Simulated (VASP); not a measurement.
Write the native input for VASP 6.6.1 that does the following.

```
Task                   : single point
Functional             : PBE
Potentials or basis    : VASP PAW PBE potentials, release 64 (La, Hf_pv, O)
Cutoff                 : 520 eV
k mesh                 : 12 × 12 × 6
Occupations            : gaussian, width 0.1 eV
Spin                   : no spin polarisation
Dipole correction      : no
Further INCAR settings : ALGO = Normal; EDIFF = 1e-06; NBANDS = 20
```

The structure of LaHfO lies in POSCAR:

```
LaHfO
1.0
    3.6229423212      0.0000000000      0.0000000000
   -1.8114711606      3.1375600866      0.0000000000
    0.0000000000      0.0000000000      5.7470383725
La Hf O
1 1 1
Direct
    0.6666666667      0.3333333333      0.5000000000
    0.3333333333      0.6666666667      0.0000000000
    0.6666666667      0.3333333333      0.0000000000
```

The input as run:

INCAR

```
SYSTEM = LaHfO
  PREC = Accurate
  ENCUT = 520
  EDIFF = 1E-6
  ISMEAR = 0
  SIGMA = 0.1
  LREAL = .False.
  LASPH = .True.
  NELM = 60
  ALGO = Normal
  ISIF = 2
  LWAVE = .False.
  LCHARG = .True.
  GGA = PE
  LELF = .True.
  LVHAR = .True.
  NBANDS = 20
```

KPOINTS

```
regular mesh
0
Gamma
  12 12 6
  0 0 0
```

Potentials or basis: VASP PAW PBE potentials, release 64 (La, Hf_pv, O).

Launch:

```console
$ cat potpaw_PBE.64/La/POTCAR potpaw_PBE.64/Hf_pv/POTCAR potpaw_PBE.64/O/POTCAR > POTCAR
$ mpirun -np 1 vasp_std > vasp.out
```

Results of the run:

| Quantity | Value |
| --- | --- |
| Pressure | -0.7 GPa |
| Band gap on the k mesh | zero (an odd number of electrons rules out a gap without spin polarisation) |

Caveat: spin-orbit coupling is left out, which moves the levels of the heavy elements; an odd number of electrons without spin polarisation forces a metal; a magnetic or distorted state may lie lower.

It took 53 s on 1 thread of Intel(R) Xeon(R) 6975P-C (Granite Rapids) (shared host), peak memory 0.28 GiB.
